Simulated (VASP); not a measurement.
# Si64Au (a cell with a defect) in VASP: settings compared

Si64Au (a cell with a defect) is run at these levels: LDA, PBE; tasks: single point.

All numbers are computed with VASP 6.6.1; they aren't measurements. Logs are shortened: lines on timing, memory, paths and dates and some standing lists are left out, and cuts for length are marked.

## (1) The cell of the first run

The cell holds a defect, 65 atoms: a = 10.866 Å, b = 10.866 Å, c = 10.866 Å, α = 90.00°, β = 90.00°, γ = 90.00°.

## (2) Single point, LDA

INCAR

```
SYSTEM = Si64Au
PREC     = Accurate       ! precision mode
ENCUT    = 400            ! plane-wave cutoff, eV
EDIFF    = 1E-6           ! SCF threshold, eV
ISMEAR   = -1             ! smearing method
SIGMA    = 0.05           ! smearing width, eV
LREAL    = Auto         
LASPH    = .True.         ! aspherical terms in the spheres
NELM     = 120            ! most SCF steps
ALGO     = Normal         ! electronic algorithm
ISIF     = 2              ! what is computed and relaxed
LWAVE    = .False.        ! write WAVECAR
LCHARG   = .True.         ! write CHGCAR
LELF     = .True.         ! ELF
LVHAR    = .True.       
NELECT   = 266.0        
ISYM     = 0            
NBANDS   = 172            ! bands
GGA_COMPAT= .False.
```

KPOINTS

```
Automatic mesh
0
Gamma
  1 1 1
  0.25 0.25 0.25
```

POSCAR

```
Si64Au
1.0
   10.8655790000      0.0000000000      0.0000000000
    0.0000000000     10.8655790000      0.0000000000
    0.0000000000      0.0000000000     10.8655790000
Si Au
64 1
Direct
    0.9965900000      0.9995900000      0.9968400000
    0.9992300000      0.0006900000      0.4993200000
    0.0005400000      0.5014700000      0.0006800000
    0.9970800000      0.5006200000      0.4981700000
    0.4991900000      0.0007400000      0.9994600000
    0.4972200000      0.9980800000      0.4974300000
    0.4979600000      0.5005900000      0.9973000000
    0.5071500000      0.5176800000      0.5072700000
    0.1190400000      0.1288800000      0.1192200000
    0.1221900000      0.1176200000      0.6331000000
    0.1279300000      0.6219400000      0.1281400000
    0.1193100000      0.6307200000      0.6205000000
    0.6330400000      0.1176700000      0.1223700000
    0.6194500000      0.1303400000      0.6196200000
    0.6203100000      0.6307100000      0.1194800000
    0.6343300000      0.6310100000      0.6346100000
    0.2476100000      0.2518900000      0.9967200000
    0.2342000000      0.2416900000      0.5018700000
    0.2487200000      0.7477900000      0.0006200000
    0.2482800000      0.7529600000      0.4978300000
    0.7504500000      0.2499200000      0.9991100000
    0.7517100000      0.2526700000      0.4982700000
    0.7485900000      0.7535300000      0.9967600000
    0.7509100000      0.7515200000      0.4997300000
    0.3746300000      0.3742400000      0.1212000000
    0.3711800000      0.3852300000      0.6386600000
    0.3732000000      0.8754800000      0.1220200000
    0.3750900000      0.8739800000      0.6246300000
    0.8737800000      0.3770500000      0.1224600000
    0.8761500000      0.3750800000      0.6252700000
    0.8761900000      0.8733400000      0.1244200000
    0.8724100000      0.8791300000      0.6241800000
    0.2384000000      0.9960600000      0.2386600000
    0.2524100000      0.9962100000      0.7536400000
    0.2533100000      0.4965700000      0.2535200000
    0.2399200000      0.5092900000      0.7506800000
    0.7534500000      0.9962000000      0.2526400000
    0.7448700000      0.0049600000      0.7450300000
    0.7505400000      0.5092300000      0.2399700000
    0.7536800000      0.4980500000      0.7539100000
    0.3656900000      0.1093100000      0.3659400000
    0.3747500000      0.1263300000      0.8758400000
    0.3755700000      0.6289200000      0.3757300000
    0.3735800000      0.6262600000      0.8737300000
    0.8756500000      0.1263600000      0.3749200000
    0.8723000000      0.1254600000      0.8724500000
    0.8734400000      0.6262100000      0.3737800000
    0.8761300000      0.6272800000      0.8763400000
    0.9965900000      0.2518900000      0.2478200000
    0.9989800000      0.2499000000      0.7505800000
    0.0003500000      0.7477200000      0.2489700000
    0.9965500000      0.7535200000      0.7487900000
    0.5014200000      0.2414000000      0.2342000000
    0.4980400000      0.2526400000      0.7518300000
    0.4976600000      0.7529500000      0.2484800000
    0.4995300000      0.7515600000      0.7512100000
    0.1210500000      0.3742700000      0.3748900000
    0.1223300000      0.3770900000      0.8738700000
    0.1217700000      0.8754100000      0.3733600000
    0.1241700000      0.8733700000      0.8764000000
    0.6386800000      0.3854600000      0.3715500000
    0.6250300000      0.3750600000      0.8763400000
    0.6243900000      0.8740000000      0.3752800000
    0.6240100000      0.8791800000      0.8726300000
    0.4362200000      0.3138400000      0.4359600000
```

Potentials or basis: VASP PAW LDA potentials, release 64 (Si, Au).

Started as:

```
$ cat potpaw_LDA.64/Si/POTCAR potpaw_LDA.64/Au/POTCAR > POTCAR
$ mpirun -np 1 vasp_std > vasp.out
```

OUTCAR:

```text
SYSTEM = Si64Au
   PREC = Accurate
   ENCUT = 400
   EDIFF = 1E-6
   ISMEAR = -1
   LREAL = Auto
   LASPH = .True.
   NELM = 120
   ISIF = 2
   NELECT = 266.0
   ISYM = 0

 ion  position               nearest neighbor table
   1  0.997  1.000  0.997-   9 2.35  31 2.35  60 2.35  46 2.35
   2  0.999  0.001  0.499-  32 2.34  45 2.34  59 2.34  10 2.35
   3  0.001  0.501  0.001-  29 2.34  58 2.34  48 2.35  11 2.36
   4  0.997  0.501  0.498-  57 2.34  47 2.34  30 2.34  12 2.35
   5  0.499  0.001  0.999-  64 2.34  42 2.34  27 2.35  13 2.35
   6  0.497  0.998  0.497-  63 2.34  28 2.34  41 2.35  14 2.36
   7  0.498  0.501  0.997-  25 2.34  44 2.34  62 2.34  15 2.35
   8  0.507  0.518  0.507-  16 2.31  43 2.36  65 2.47  61 2.51  26 2.51
   9  0.119  0.129  0.119-  33 2.33  49 2.35  17 2.35   1 2.35
  10  0.122  0.118  0.633-  18 2.31  34 2.34  50 2.34   2 2.35
  11  0.128  0.622  0.128-  19 2.35  51 2.35   3 2.36  35 2.36
  12  0.119  0.631  0.620-  36 2.34  52 2.35  20 2.35   4 2.35
  13  0.633  0.118  0.122-  53 2.31  37 2.34  21 2.34   5 2.35
  14  0.619  0.130  0.620-  54 2.36  38 2.36  22 2.36   6 2.36
  15  0.620  0.631  0.119-  39 2.34  23 2.35  55 2.35   7 2.35
  16  0.634  0.631  0.635-   8 2.31  40 2.33  56 2.34  24 2.34
  17  0.248  0.252  0.997-  58 2.34  42 2.34  25 2.35   9 2.35
[... 32 lines left out ...]
  50  0.999  0.250  0.751-  46 2.34  30 2.34  10 2.34  58 2.35
  51  0.000  0.748  0.249-  47 2.34  59 2.34  11 2.35  31 2.35
  52  0.997  0.754  0.749-  12 2.35  48 2.35  32 2.35  60 2.35
  53  0.501  0.241  0.234-  13 2.31  25 2.34  65 2.43  41 2.51  61 2.63
  54  0.498  0.253  0.752-  26 2.34  42 2.34  62 2.35  14 2.36
  55  0.498  0.753  0.248-  43 2.34  27 2.34  15 2.35  63 2.35
  56  0.500  0.752  0.751-  16 2.34  28 2.34  64 2.34  44 2.34
  57  0.121  0.374  0.375-  18 2.34   4 2.34  49 2.35  35 2.36
  58  0.122  0.377  0.874-   3 2.34  17 2.34  36 2.34  50 2.35
  59  0.122  0.875  0.373-  33 2.34  20 2.34  51 2.34   2 2.34
  60  0.124  0.873  0.876-  34 2.35  19 2.35   1 2.35  52 2.35
  61  0.639  0.385  0.372-  39 2.31  22 2.34  65 2.44   8 2.51  53 2.63
  62  0.625  0.375  0.876-  21 2.34   7 2.34  54 2.35  40 2.35
  63  0.624  0.874  0.375-   6 2.34  24 2.34  37 2.35  55 2.35
  64  0.624  0.879  0.873-   5 2.34  56 2.34  38 2.35  23 2.35
  65  0.436  0.314  0.436-  53 2.43  61 2.44  18 2.44  26 2.44   8 2.47  41 2.47

IMPORTANT INFORMATION: All symmetrisations will be switched off!
NOSYMM: (Re-)initialisation of all symmetry stuff for point group C_1.

----------------------------------------------------------------------------------------

                                     Primitive cell

  volume of cell :    1282.7990

  direct lattice vectors                    reciprocal lattice vectors
    10.865579000  0.000000000  0.000000000     0.092033752  0.000000000  0.000000000
     0.000000000 10.865579000  0.000000000     0.000000000  0.092033752  0.000000000
     0.000000000  0.000000000 10.865579000     0.000000000  0.000000000  0.092033752

  length of vectors
    10.865579000 10.865579000 10.865579000     0.092033752  0.092033752  0.092033752

  position of ions in fractional coordinates (direct lattice)
     0.996590000  0.999590000  0.996840000
     0.999230000  0.000690000  0.499320000
     0.000540000  0.501470000  0.000680000
     0.997080000  0.500620000  0.498170000
     0.499190000  0.000740000  0.999460000
     0.497220000  0.998080000  0.497430000
[... 57 lines left out ...]
     0.624010000  0.879180000  0.872630000
     0.436220000  0.313840000  0.435960000

  ion indices of the primitive-cell ions
   primitive index   ion index
                 1           1
                 2           2
                 3           3
                 4           4
                 5           5
                 6           6
[... 57 lines left out ...]
                64          64
                65          65

----------------------------------------------------------------------------------------

 KPOINTS: Automatic mesh

Automatic generation of k-mesh.
 Grid dimensions read from file:
 generate k-points for:    1    1    1

 Generating k-lattice:

  Cartesian coordinates                     Fractional coordinates (reciprocal lattice)
     0.092033752  0.000000000  0.000000000     1.000000000  0.000000000  0.000000000
     0.000000000  0.092033752  0.000000000     0.000000000  1.000000000  0.000000000
     0.000000000  0.000000000  0.092033752     0.000000000  0.000000000  1.000000000

  Length of vectors
     0.092033752  0.092033752  0.092033752

  Shift w.r.t. Gamma in fractional coordinates (k-lattice)
     0.250000000  0.250000000  0.250000000

 Subroutine IBZKPT returns following result:
 ===========================================

 Found      4 irreducible k-points:

 Following reciprocal coordinates:
            Coordinates               Weight
  0.250000  0.250000  0.250000      2.000000
 -0.250000  0.250000  0.250000      2.000000
 -0.250000 -0.250000  0.250000      2.000000
  0.250000 -0.250000  0.250000      2.000000
   k-points           NKPTS =      4   k-points in BZ     NKDIM =      4   number of bands    NBANDS=    172
   number of dos      NEDOS =    301   number of ions     NIONS =     65
   total plane-waves  NPLWV = 373248
   dimension x,y,z NGX =    72 NGY =   72 NGZ =   72
   dimension x,y,z NGXF=   144 NGYF=  144 NGZF=  144
   ions per type =              64   1
   NGX,Y,Z   is equivalent  to a cutoff of  11.02, 11.02, 11.02 a.u.
   NGXF,Y,Z  is equivalent  to a cutoff of  22.03, 22.03, 22.03 a.u.
 SYSTEM =  Si64Au
   PREC   = accura    normal or accurate (medium, high low for compatibility)
   ISTART =      0    job   : 0-new  1-cont  2-samecut
   ICHARG =      2    charge: 1-file 2-atom 10-const
   ISPIN  =      1    spin polarized calculation?
   LNONCOLLINEAR =      F non collinear calculations
   LSORBIT =      F    spin-orbit coupling
   LASPH  =      T    aspherical Exc in radial PAW
   ENCUT  =  400.0 eV  29.40 Ry    5.42 a.u.  17.72 17.72 17.72*2*pi/ulx,y,z
   NELM   =    120;   NELMIN=  2; NELMDL= -5     # of ELM steps
   EDIFF  = 0.1E-05   stopping-criterion for ELM
   LREAL  =      T    real-space projection
   EDIFFG = 0.1E-04   stopping-criterion for IOM
   NSW    =      0    number of steps for IOM
   IBRION =     -1    ionic relax: 0-MD 1-quasi-New 2-CG
   NFREE  =      0    steps in history (QN), initial steepest desc. (CG)
   ISIF   =      2    stress and relaxation
   ISYM   =      0    0-nonsym 1-usesym 2-fastsym
   POTIM  = 0.5000    time-step for ionic-motion
   TEBEG  =    0.0;   TEEND  =   0.0 temperature during run
   PSTRESS=    0.0 pullay stress
   NELECT =     266.0000    total number of electrons
   NUPDOWN=      -1.0000    fix difference up-down
   EMIN   =  10.00;   EMAX   =-10.00  energy-range for DOS
   EFERMI =   0.00;   METHOD = LEGACY
   ISMEAR =    -1;   SIGMA  =   0.05  broadening in eV -4-tet -1-fermi 0-gaus
   EFERMI_NEDOS =   21; number of points for ismear=-14 and -15
   IALGO  =     38    algorithm
   IMIX   =      4    mixing-type and parameters
     AMIX     =   0.40;   BMIX     =  1.00
     AMIX_MAG =   1.60;   BMIX_MAG =  1.00
  volume/ion in A,a.u.               =      19.74       133.18
  Fermi-wavevector in a.u.,A,eV,Ry     =   0.968982  1.831111 12.774873  0.938927
  Thomas-Fermi vector in A             =   2.098997
   LORBIT       =      0    0 simple, 1 ext, 2 COOP (PROOUT), +10 PAW based schemes
   GGA     = CA    functional components
   LHFCALC =     F    Hartree Fock is set to
   AEXX    =    0.0000 exact exchange contribution
   IVDW    =     0    specifies the selected vdW correction
   LEPSILON=     F    determine dielectric tensor
   LRPA    =     F    only Hartree local field effects (RPA)
 non-spin polarized calculation
  energy-cutoff  :      400.00
  volume of cell :     1282.80
 maximum number of plane-waves:     23294
 NGX is ok and might be reduce to    70
   NGX = 35   NGY = 35   NGZ = 35

 number of electron     265.9999999 magnetization

 Free energy of the ion-electron system (eV)
  ---------------------------------------------------
  ext. energy  EPLUGINS =         0.00000000
  ---------------------------------------------------
  free energy    TOTEN  =      -389.81512088 eV

  energy without entropy =     -389.81362320  energy(sigma->0) =     -389.81437204

 E-fermi :   6.1599     XC(G=0):  -9.6833

 val. band max:        5.8407731094   @ k =   0.2500  -0.2500   0.2500
 cond. band min:       6.4520528328   @ k =   0.2500  -0.2500   0.2500
 fundamental gap:      0.6112797234
 Fermi energy:         6.1599040834

 k-point     1 :       0.2500    0.2500    0.2500
  band No.  band energies     occupation
      1      -5.9561      2.00000
      2      -5.5160      2.00000
      3      -5.3133      2.00000
      4      -5.2986      2.00000
      5      -4.9205      2.00000
      6      -4.8131      2.00000
[... 581 lines left out ...]
    144       7.6799      0.00000
    145       7.7674      0.00000
 [bands above 145 left out]

------------------------ aborting loop because EDIFF is reached ----------------------------------------

  FORCE on cell =-STRESS in cart. coord.  units (eV):
  Direction    XX          YY          ZZ          XY          YZ          ZX
  --------------------------------------------------------------------------------------
  -------------------------------------------------------------------------------------
  Total      -13.0299988    -13.4333954    -13.0338788      0.5082946      0.5024108     -1.2314110
  in kB      -16.2740759    -16.7779061    -16.2789219      0.6348446      0.6274959     -1.5379952
  external PRESSURE =     -16.4436346 kB  Pullay stress =       0.0000000 kB

 VOLUME and BASIS-vectors are now :
 -----------------------------------------------------------------------------
  energy-cutoff  :      400.00
  volume of cell :     1282.80
      direct lattice vectors                 reciprocal lattice vectors
    10.865579000  0.000000000  0.000000000     0.092033752  0.000000000  0.000000000
     0.000000000 10.865579000  0.000000000     0.000000000  0.092033752  0.000000000
     0.000000000  0.000000000 10.865579000     0.000000000  0.000000000  0.092033752

 POSITION                                       TOTAL-FORCE (eV/Angst)
 -----------------------------------------------------------------------------------
     10.82853     10.86112     10.83124         0.018247      0.060053      0.015662
     10.85721      0.00750      5.42540         0.015609      0.018718      0.047134
      0.00587      5.44876      0.00739         0.040365      0.052519      0.039362
     10.83385      5.43953      5.41291         0.021842      0.036825      0.020155
      5.42399      0.00804     10.85971         0.046240      0.018454      0.015868
      5.40258     10.84472      5.40486        -0.000592      0.044968      0.000657
[... 57 lines left out ...]
      6.78023      9.55280      9.48163        -0.038365     -0.019613     -0.012931
      4.73978      3.41005      4.73696        -0.003203     -0.002039      0.013463
 -----------------------------------------------------------------------------------
    total drift:                                0.000134     -0.001588      0.000836

  FREE ENERGIE OF THE ION-ELECTRON SYSTEM (eV)
  ---------------------------------------------------
  free  energy   TOTEN  =      -389.8151208792 eV

  energy  without entropy=     -389.8136232039  energy(sigma->0) =     -389.81437204
```

Run time: 26 min. Hardware: 1 thread of AMD EPYC 7R43 (Zen 3), shared host; peak memory 0.68 GiB.

What came out:

- Free energy: -389.8151 eV
- Largest force: 0.117 eV/Å

Forces in eV/Å, atoms in the order of the input:
```
Si   0.018  0.060  0.016
Si   0.016  0.019  0.047
Si   0.040  0.053  0.039
Si   0.022  0.037  0.020
Si   0.046  0.018  0.016
Si  -0.001  0.045  0.001
Si   0.020  0.038  0.021
Si  -0.054 -0.026 -0.050
Si  -0.029 -0.032 -0.029
Si  -0.012 -0.007 -0.016
Si  -0.044 -0.025 -0.042
Si  -0.015 -0.036 -0.007
Si  -0.018 -0.010 -0.012
Si  -0.017 -0.001 -0.017
Si  -0.009 -0.036 -0.014
Si  -0.053 -0.055 -0.053
Si   0.027  0.026  0.018
Si   0.066  0.093  0.026
Si   0.045  0.022  0.007
Si   0.030  0.018  0.033
Si   0.016  0.029  0.026
Si   0.023  0.000  0.040
Si   0.034  0.020  0.043
Si   0.029  0.027  0.029
Si  -0.038 -0.001 -0.025
Si  -0.029 -0.090 -0.067
Si  -0.029 -0.027 -0.030
Si  -0.034 -0.016 -0.026
Si  -0.024 -0.030 -0.016
Si  -0.020 -0.028 -0.027
Si  -0.045 -0.017 -0.037
Si  -0.012 -0.020 -0.040
Si   0.054  0.049  0.052
Si   0.011  0.032  0.017
Si   0.025  0.001  0.023
Si   0.016  0.008  0.009
Si   0.017  0.033  0.011
Si   0.040  0.026  0.042
Si   0.009  0.010  0.017
Si   0.030  0.034  0.029
Si   0.050  0.030  0.051
Si  -0.019 -0.037 -0.023
Si  -0.003 -0.049  0.001
Si  -0.048 -0.019 -0.014
Si  -0.022 -0.039 -0.018
Si  -0.044 -0.054 -0.045
Si  -0.014 -0.020 -0.047
Si  -0.016 -0.058 -0.017
Si   0.020  0.027  0.028
Si   0.027  0.030  0.016
Si   0.009  0.022  0.042
Si   0.044  0.020  0.033
Si   0.030  0.092  0.060
Si   0.040  0.001  0.024
Si   0.032  0.020  0.026
Si   0.028  0.026  0.029
Si  -0.027 -0.002 -0.037
Si  -0.015 -0.031 -0.024
Si  -0.030 -0.026 -0.027
Si  -0.036 -0.018 -0.044
Si  -0.062 -0.089 -0.033
Si  -0.027 -0.029 -0.023
Si  -0.024 -0.017 -0.032
Si  -0.038 -0.020 -0.013
Au  -0.003 -0.002  0.013
```

Caveat: the cell carries a net charge on a neutralising background, which shifts energy and pressure; the cell is charged against a uniform background, so pressure and absolute levels hang on convention; spin-orbit coupling is left out, which moves the levels of the heavy elements.

## (3) Single point, PBE

INCAR

```
SYSTEM = Si64Au
  PREC = Accurate
  ENCUT = 400
  EDIFF = 1E-6
  ISMEAR = -1
  SIGMA = 0.05
  LREAL = Auto
  LASPH = .TRUE.
  NELM = 120
  ALGO = Normal
  ISIF = 2
  LWAVE = .FALSE.
  LCHARG = .FALSE.
  GGA = PE
  NBANDS = 172
  NELECT = 266.0
  ISYM = 0
  GGA_COMPAT = .FALSE.
```

KPOINTS is that of step 2.

POSCAR is that of step 2.

Potentials or basis: VASP PAW PBE potentials, release 64 (Si, Au).

Started as:

```
$ cat potpaw_PBE.64/Si/POTCAR potpaw_PBE.64/Au/POTCAR > POTCAR
$ mpirun -np 1 vasp_std > vasp.out
```

Wall time 27 min (1 thread of AMD EPYC 7R43 (Zen 3), shared host); peak memory 0.87 GiB.

It converged, with:

| Quantity | Value |
| --- | --- |
| Free energy | -353.9078 eV |
| Largest force | 0.129 eV/Å |

Forces on the atoms (eV/Å):
```
Si   0.016  0.060  0.013
Si   0.017  0.018  0.047
Si   0.042  0.056  0.041
Si   0.024  0.038  0.022
Si   0.046  0.018  0.017
Si   0.003  0.038  0.004
Si   0.022  0.040  0.023
Si   0.000  0.091  0.005
Si  -0.030 -0.027 -0.030
Si  -0.014 -0.012 -0.011
Si  -0.043 -0.029 -0.041
Si  -0.016 -0.037 -0.012
Si  -0.013 -0.015 -0.015
Si  -0.004 -0.017 -0.004
Si  -0.014 -0.038 -0.015
Si  -0.048 -0.053 -0.048
Si   0.025  0.026  0.020
Si  -0.055  0.042  0.100
Si   0.045  0.023  0.008
Si   0.030  0.019  0.036
Si   0.015  0.032  0.028
Si   0.033 -0.005  0.044
Si   0.035  0.024  0.042
Si   0.031  0.027  0.026
Si  -0.043  0.003 -0.036
Si  -0.103 -0.041  0.054
Si  -0.027 -0.028 -0.032
Si  -0.037 -0.017 -0.026
Si  -0.026 -0.032 -0.015
Si  -0.022 -0.029 -0.025
Si  -0.044 -0.020 -0.038
Si  -0.013 -0.020 -0.039
Si   0.049  0.048  0.047
Si   0.016  0.033  0.018
Si   0.012  0.017  0.009
Si   0.011  0.013  0.011
Si   0.018  0.034  0.016
Si   0.039  0.029  0.041
Si   0.011  0.015  0.012
Si   0.031  0.028  0.030
Si  -0.004 -0.086 -0.003
Si  -0.021 -0.039 -0.025
Si  -0.007 -0.041 -0.003
Si  -0.048 -0.018 -0.016
Si  -0.025 -0.040 -0.020
Si  -0.046 -0.058 -0.047
Si  -0.016 -0.019 -0.047
Si  -0.013 -0.058 -0.014
Si   0.022  0.027  0.026
Si   0.029  0.032  0.016
Si   0.011  0.022  0.041
Si   0.044  0.023  0.034
Si   0.105  0.042 -0.061
Si   0.044 -0.004  0.035
Si   0.034  0.021  0.026
Si   0.026  0.027  0.030
Si  -0.038  0.002 -0.041
Si  -0.015 -0.033 -0.027
Si  -0.031 -0.026 -0.025
Si  -0.037 -0.021 -0.044
Si   0.059 -0.040 -0.107
Si  -0.025 -0.029 -0.025
Si  -0.024 -0.018 -0.035
Si  -0.037 -0.020 -0.014
Au  -0.005 -0.001  0.014
```

Levels at points of the mesh, in eV from the Fermi level:
```csv
k point,band 129,band 130,band 131,band 132,band 133,band 134,band 135,band 136,band 137,band 138
"(0.25, 0.25, 0.25)",-1.09,-1.08,-0.95,-0.60,-0.48,0.47,0.52,0.58,0.96,1.04
```

Caveat: the cell carries a net charge on a neutralising background, which shifts energy and pressure; the cell is charged against a uniform background, so pressure and absolute levels hang on convention; spin-orbit coupling is left out, which moves the levels of the heavy elements.
